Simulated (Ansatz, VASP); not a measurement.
**ScTa2 in VASP and in Ansatz**

```
CELL_PARAMETERS angstrom
4.85287 0.00000 0.00000
-2.42643 4.20271 0.00000
0.00000 0.00000 2.92137
ATOMIC_POSITIONS crystal
Sc 0.00000 0.00000 0.00000
Ta 0.33333 0.66667 0.50000
Ta 0.66667 0.33333 0.50000
```

Alike in both runs: task relaxation of cell and atoms; functional PBE; k mesh 12 × 12 × 16; occupations gaussian, width 0.1 eV; no spin polarisation.

|  | VASP | Ansatz |
| --- | --- | --- |
| version | VASP 6.6.1 | Ansatz 0.2.0 |
| potentials or method | VASP PAW PBE potentials, release 64 (Sc_sv, Ta_pv), cutoff 600 eV | scalar-relativistic, plane waves, PAW |
| valence electrons in the cell | 33 | 37 |

|  | VASP | Ansatz | Ansatz less VASP |
| --- | --- | --- | --- |
| gap on the k mesh at the Fermi level, each at its own relaxed structure (eV) | none | none | - |
| relaxed volume (Å³/atom) | 19.93 | 19.91 | -0.022 |
| relaxed length of the cell vector where the two differ most in proportion (Å) | 4.858 | 4.855 | -0.0026 |

A gap of «none» marks a metal or a gap that the smearing closes. VASP's potentials hold 33 valence electrons a cell and Ansatz's 37, so a difference there can come from the potentials and not from the codes.

Spin-orbit coupling is off throughout.
